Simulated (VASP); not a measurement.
Input of a VASP 6.6.1 run:

INCAR

```
SYSTEM = BaZrO3
PREC = Accurate
ENCUT = 910
EDIFF = 1E-6
ISMEAR = -1
SIGMA = 0.05
LREAL = .False.
LASPH = .True.
NELM = 120
ALGO = Normal
ISIF = 2
LWAVE = .False.
LCHARG = .False.
GGA = B5
ALDAX = 1.0
AGGAX = 1.0
AGGAC = 1.0
ALDAC = 0.0
NBANDS = 28
GGA_COMPAT = .False.
```

The input KPOINTS:

```
regular mesh
0
Gamma
  6 6 6
  0 0 0
```

Contents of POSCAR:

```
BaZrO3
1.0
    4.1913400000      0.0000000000      0.0000000000
    0.0000000000      4.1913400000      0.0000000000
    0.0000000000      0.0000000000      4.1913400000
Ba Zr O
1 1 3
Direct
    0.0000000000      0.0000000000      0.0000000000
    0.5000000000      0.5000000000      0.5000000000
    0.5000000000      0.5000000000      0.0000000000
    0.5000000000      0.0000000000      0.5000000000
    0.0000000000      0.5000000000      0.5000000000
```

Potentials or basis: VASP PAW PBE potentials, release 64 (Ba_sv, Zr_sv, O_h).

Launch:

```sh
$ cat potpaw_PBE.64/Ba_sv/POTCAR potpaw_PBE.64/Zr_sv/POTCAR potpaw_PBE.64/O_h/POTCAR > POTCAR
$ mpirun -np 1 vasp_std > vasp.out
```

Question: Predict the band gap on the k mesh.

Answer: 3.28 eV, indirect (least direct gap 3.50 eV).

Question: Estimate the pressure.

Answer: 9.9 GPa.

Caveat: the cutoff is under 1.25 times the usual one of these potentials, so pressure, stress and relaxed cells hold a basis-set (Pulay) error; the PAW data sets were made with another functional, which shifts forces and pressure a little; spin-orbit coupling is left out, which moves the levels of the heavy elements. A k mesh can miss the band edges.
